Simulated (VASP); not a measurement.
# Si (C2/c) in VASP: further runs

The runs below take Si through single point, with PBE.

Everything below comes from runs of VASP 6.6.1. Logs are shortened: lines on timing, memory, paths and dates and some standing lists are left out, and cuts for length are marked.

## Step 1: The cell of the first run

The typed cell holds 2 atoms: a = 3.600 Å, b = 3.600 Å, c = 3.599 Å, α = 97.61°, β = 97.61°, γ = 137.25°.

## Step 2: Single point, PBE (14.75 Å³/atom)

Contents of INCAR:

```
ALGO = Normal
EDIFF = 1E-6
ENCUT = 520
GGA = PE
ISIF = 2
ISMEAR = -1
LASPH = T
LCHARG = T
LELF = T
LREAL = F
LVHAR = T
LWAVE = F
NBANDS = 11
NELM = 80
PREC = Accurate
SIGMA = 0.1
```

Contents of KPOINTS:

```
k-points
0
Gamma
  15 15 11
```

Contents of POSCAR:

```
Si
1.0
   -2.3699416043      2.3710450203      1.3119377630
    2.3710450203     -2.3699416043      1.3119377630
    2.3704873596      2.3704873596     -1.3099168545
Si
2
Direct
    0.9999810443      0.0000189557      0.0000000000
    0.7500189557      0.2499810443      0.5000000000
```

Potentials or basis: VASP PAW PBE potentials, release 64 (Si).

Run with:

```bash
$ cat potpaw_PBE.64/Si/POTCAR > POTCAR
$ mpirun -np 1 vasp_std > vasp.out
```

OUTCAR:

```text
EDIFF = 1E-6
   ENCUT = 520
   GGA = PE
   ISIF = 2
   ISMEAR = -1
   LASPH = T
   LREAL = F
   NELM = 80
   PREC = Accurate

 ion  position               nearest neighbor table
   1  1.000  0.000  0.000-   2 2.46   2 2.46   2 2.46   2 2.46   2 3.08   2 3.08   2 3.08   2 3.08

   2  0.750  0.250  0.500-   1 2.46   1 2.46   1 2.46   1 2.46   1 3.08   1 3.08   1 3.08   1 3.08

  LATTYP: Found a base centered monoclinic cell.
 ALAT       =     2.6238759900
 B/A-ratio  =     2.5552913358
 C/A-ratio  =     1.3717144599
 COS(beta)  =    -0.3633918001

  Lattice vectors:

 A1 = (  -2.3699416043,   2.3710450203,   1.3119377630)
 A2 = (   2.3710450203,  -2.3699416043,   1.3119377630)
 A3 = (   2.3704873596,   2.3704873596,  -1.3099168545)

Analysis of symmetry for initial positions (statically):
=====================================================================
 Subroutine PRICEL returns:
 Original cell was already a primitive cell.

 Routine SETGRP: Setting up the symmetry group for a
 base centered monoclinic supercell.

 Subroutine GETGRP returns: Found  4 space group operations
 (whereof  2 operations were pure point group operations)
 out of a pool of  4 trial point group operations.

The static configuration has the point symmetry C_2 .
 The point group associated with its full space group is C_2h.

Analysis of symmetry for dynamics (positions and initial velocities):
=====================================================================
 Subroutine PRICEL returns:
 Original cell was already a primitive cell.

 Routine SETGRP: Setting up the symmetry group for a
 base centered monoclinic supercell.

 Subroutine GETGRP returns: Found  4 space group operations
 (whereof  2 operations were pure point group operations)
 out of a pool of  4 trial point group operations.

The dynamic configuration has the point symmetry C_2 .
 The point group associated with its full space group is C_2h.

 Subroutine INISYM returns: Found  4 space group operations
 (whereof  2 operations are pure point group operations),
 and found     1 'primitive' translations

----------------------------------------------------------------------------------------

                                     Primitive cell

  volume of cell :      29.4951

  direct lattice vectors                    reciprocal lattice vectors
[... 87 lines left out ...]
   EDIFF  = 0.1E-05   stopping-criterion for ELM
   LREAL  =      F    real-space projection
   EDIFFG = 0.1E-04   stopping-criterion for IOM
   NSW    =      0    number of steps for IOM
   IBRION =     -1    ionic relax: 0-MD 1-quasi-New 2-CG
   NFREE  =      0    steps in history (QN), initial steepest desc. (CG)
   ISIF   =      2    stress and relaxation
   ISYM   =      2    0-nonsym 1-usesym 2-fastsym
   POTIM  = 0.5000    time-step for ionic-motion
   TEBEG  =    0.0;   TEEND  =   0.0 temperature during run
   PSTRESS=    0.0 pullay stress
   NELECT =       8.0000    total number of electrons
   NUPDOWN=      -1.0000    fix difference up-down
   EMIN   =  10.00;   EMAX   =-10.00  energy-range for DOS
   EFERMI =   0.00;   METHOD = LEGACY
   ISMEAR =    -1;   SIGMA  =   0.10  broadening in eV -4-tet -1-fermi 0-gaus
   EFERMI_NEDOS =   21; number of points for ismear=-14 and -15
   IALGO  =     38    algorithm
   IMIX   =      4    mixing-type and parameters
     AMIX     =   0.40;   BMIX     =  1.00
     AMIX_MAG =   1.60;   BMIX_MAG =  1.00
  volume/ion in A,a.u.               =      14.75        99.52
  Fermi-wavevector in a.u.,A,eV,Ry     =   1.059712  2.002566 15.279210  1.122990
  Thomas-Fermi vector in A             =   2.195068
   LORBIT       =      0    0 simple, 1 ext, 2 COOP (PROOUT), +10 PAW based schemes
   GGA     = PE    functional components
   LHFCALC =     F    Hartree Fock is set to
   AEXX    =    0.0000 exact exchange contribution
   IVDW    =     0    specifies the selected vdW correction
   LEPSILON=     F    determine dielectric tensor
   LRPA    =     F    only Hartree local field effects (RPA)
 non-spin polarized calculation
  energy-cutoff  :      520.00
  volume of cell :       29.50
 maximum number of plane-waves:       808
   NGX = 13   NGY = 13   NGZ = 13

 number of electron       8.0000000 magnetization

 Free energy of the ion-electron system (eV)
  ---------------------------------------------------
  ext. energy  EPLUGINS =         0.00000000
  ---------------------------------------------------
  free energy    TOTEN  =       -10.26023544 eV

  energy without entropy =      -10.23624401  energy(sigma->0) =      -10.24823972

 E-fermi :   9.5634     XC(G=0): -11.0393

 val. band max:        9.5592014815   @ k =   0.4000   0.0000   0.3636
 cond. band min:       9.5709262717   @ k =  -0.1333  -0.1333   0.4545
 fundamental gap:      0.0117247902
 Fermi energy:         9.5633682227

 k-point     1 :       0.0000    0.0000    0.0000
  band No.  band energies     occupation
      1      -4.4557      2.00000
      2       7.0235      2.00000
      3       7.0285      2.00000
      4       7.6903      2.00000
      5      11.0240      0.00000
      6      17.2238      0.00000
      7      18.7493      0.00000
      8      18.7507      0.00000
      9      19.1117      0.00000
     10      19.8253      0.00000
     11      20.4574      0.00000
[... 309 lines left out ...]
 k-point    24 :       0.2000    0.1333   -0.0000
  band No.  band energies     occupation
      1      -1.7823      2.00000
      2       6.2067      2.00000
      3       8.1904      2.00000
      4       8.7107      1.99960
      5      10.0209      0.02039
      6      12.0146      0.00000
      7      13.2841      0.00000
      8      14.0412      0.00000
      9      15.9123      0.00000
     10      17.5567      0.00000
     11      20.3599      0.00000

 [... further k-points ...]
[... 5 lines left out ...]
  --------------------------------------------------------------------------------------
  -------------------------------------------------------------------------------------
  Total        0.8914923      0.8914923      0.8540155     -0.0010320     -0.0202086     -0.0202086
  in kB       48.4258952     48.4258952     46.3901550     -0.0560602     -1.0977308     -1.0977310
  external PRESSURE =      47.7473151 kB  Pullay stress =       0.0000000 kB

 VOLUME and BASIS-vectors are now :
 -----------------------------------------------------------------------------
  energy-cutoff  :      520.00
  volume of cell :       29.50
      direct lattice vectors                 reciprocal lattice vectors
    -2.369941604  2.371045020  1.311937763    -0.000186656  0.210739905  0.381027096
     2.371045020 -2.369941604  1.311937763     0.210739905 -0.000186656  0.381027096
     2.370487360  2.370487360 -1.309916854     0.210878085  0.210878085 -0.000177361

 POSITION                                       TOTAL-FORCE (eV/Angst)
 -----------------------------------------------------------------------------------
     -2.36985      2.37096      1.31194        -0.002935      0.002935     -0.000000
      0.00046      2.37113      0.65698         0.002935     -0.002935      0.000000
 -----------------------------------------------------------------------------------
    total drift:                               -0.000000     -0.000000     -0.000000

  FREE ENERGIE OF THE ION-ELECTRON SYSTEM (eV)
  ---------------------------------------------------
  free  energy   TOTEN  =       -10.2602354382 eV

  energy  without entropy=      -10.2362440078  energy(sigma->0) =      -10.24823972
```

stdout:

```text
POSCAR found type information on POSCAR Si
 POSCAR found :  1 types and       2 ions
 scaLAPACK will be used
 LDA part: xc-table for (Slater+PW92), standard interpolation
 POSCAR, INCAR and KPOINTS ok, starting setup
 FFT: planning ... GRIDC
 FFT: planning ... GRID_SOFT
 FFT: planning ... GRID
 WAVECAR not read
 entering main loop
```

Wall time 75 s (1 thread of Intel Xeon 6975P-C, shared host); peak memory 0.29 GiB.

What came out:

```yaml
Free_energy: -10.2602 eV
Pressure: 4.8 GPa
Largest_force: 0.004 eV/Å
Band_gap_on_the_k_mesh: zero (bands 4 and 5 overlap by 6.63 eV)
```

Forces in eV/Å, atoms in the order of the input:
```
Si  -0.003  0.003  0.000
Si   0.003 -0.003  0.000
```

Caveat: the cell stands under pressure.

## Step 3: Single point, PBE

This run uses another cell than the first one, of 15.36 Å³/atom.

Contents of INCAR:

```
SYSTEM = Si
  PREC = Accurate
  ENCUT = 520
  EDIFF = 1E-6
  ISMEAR = -1
  SIGMA = 0.1
  LREAL = .FALSE.
  LASPH = .TRUE.
  NELM = 60
  ALGO = Normal
  ISIF = 2
  LWAVE = .FALSE.
  LCHARG = .FALSE.
  GGA = PE
  ISYM = 0
  NBANDS = 11
```

Contents of KPOINTS:

```
regular mesh
0
G
  13 13 9
  0 0 0
```

Contents of POSCAR:

```
Si
1.0
   -2.4024105925      2.4035291257      1.3299117467
    2.4035291257     -2.4024105925      1.3299117467
    2.4029638249      2.4029638249     -1.3278631511
Si
2
Direct
    0.9999810443      0.0000189557      0.0000000000
    0.7500189557      0.2499810443      0.5000000000
```

Potentials or basis: VASP PAW PBE potentials, release 64 (Si).

Run with:

```bash
$ cat potpaw_PBE.64/Si/POTCAR > POTCAR
$ mpirun -np 1 vasp_std > vasp.out
```

Wall time 1.8 min (1 thread of Intel Xeon 6975P-C, shared host); peak memory 0.31 GiB.

The run converged. Its results:

```yaml
Free_energy: -10.2812 eV
Pressure: -0.1 GPa
Band_gap_on_the_k_mesh: zero (bands 4 and 5 overlap by 6.03 eV)
```

Levels at points of the mesh, in eV from the Fermi level:
| k point | band 2 | band 3 | band 4 | band 5 | band 6 | band 7 |
| --- | --- | --- | --- | --- | --- | --- |
| (0.00, 0.00, 0.00) | -2.46 | -2.46 | -2.03 | 1.62 | 7.51 | 8.83 |

## Step 4: Single point, PBE

This run uses another cell than the first one, of 15.36 Å³/atom.

Contents of INCAR:

```
ALGO     = Normal         # electronic algorithm
EDIFF    = 1E-6           # SCF threshold, eV
ENCUT    = 520            # plane-wave cutoff, eV
GGA      = PE             # functional
ISIF     = 2              # what is computed and relaxed
ISMEAR   = -1             # smearing method
LASPH    = True           # aspherical terms in the spheres
LCHARG   = True           # write CHGCAR
LELF     = True           # ELF
LREAL    = False          # projectors in reciprocal space
LVHAR    = True         
LWAVE    = False          # write WAVECAR
NBANDS   = 11             # bands
NELM     = 60             # most SCF steps
PREC     = Accurate       # precision mode
SIGMA    = 0.1            # smearing width, eV
```

Contents of KPOINTS:

```
k-points
0
Gamma
  22 22 15
```

POSCAR is that of step 3.

Run with:

```bash
$ cat potpaw_PBE.64/Si/POTCAR > POTCAR
$ mpirun -np 1 vasp_std > vasp.out
```

Wall time 5.8 min (1 thread of Intel Xeon 6975P-C, shared host); peak memory 0.57 GiB.

It converged, with:

| Item | Value |
| --- | --- |
| Free energy | -10.2782 eV |
| Pressure | -0.1 GPa |
| Largest force | 0.004 eV/Å |
| Band gap on the k mesh | zero (bands 4 and 5 overlap by 6.48 eV) |

Forces in eV/Å, atoms in the order of the input:
```
Si  -0.003  0.003  0.000
Si   0.003 -0.003  0.000
```

Stress tensor (GPa, compression positive):
```
 0.07 -0.02 -0.04
-0.02  0.07 -0.04
-0.04 -0.04 -0.30
```

Levels at points of the mesh, in eV from the Fermi level:
| k point | band 1 | band 2 | band 3 | band 4 | band 5 | band 6 | band 7 | band 8 |
| --- | --- | --- | --- | --- | --- | --- | --- | --- |
| (0.00, 0.00, 0.00) | -13.67 | -2.46 | -2.46 | -2.03 | 1.63 | 7.51 | 8.83 | 8.83 |
| (0.50, 0.00, 0.00) | -7.58 | -6.71 | -2.10 | -1.71 | -1.54 | 1.16 | 4.47 | 5.44 |
| (0.50, 0.50, 0.00) | -10.59 | -10.59 | 0.34 | 0.34 | 2.56 | 2.56 | 8.21 | 8.24 |

## Step 5: Summary

| cell | k mesh | gap on the mesh (eV) | pressure (GPa) |
| --- | --- | --- | --- |
| a = 3.600, b = 3.600, c = 3.599 Å, angles 97.6, 97.6, 137.3°, 2 atoms | 15 × 15 × 11 | none | 4.8 |
| a = 3.649, b = 3.649, c = 3.649 Å, angles 97.6, 97.6, 137.3°, 2 atoms | 13 × 13 × 9 | none | -0.1 |
| a = 3.649, b = 3.649, c = 3.649 Å, angles 97.6, 97.6, 137.3°, 2 atoms | 22 × 22 × 15 | none | -0.1 |

Alike in all rows: task single point; level PBE; potentials or basis VASP PAW PBE potentials, release 64 (Si); no spin polarisation; cutoff (eV) 520; smearing fermi-dirac 0.1 eV.

Caveats: the cell stands under pressure (at least some runs).

Absolute energies hang on the potentials; compare differences alone.
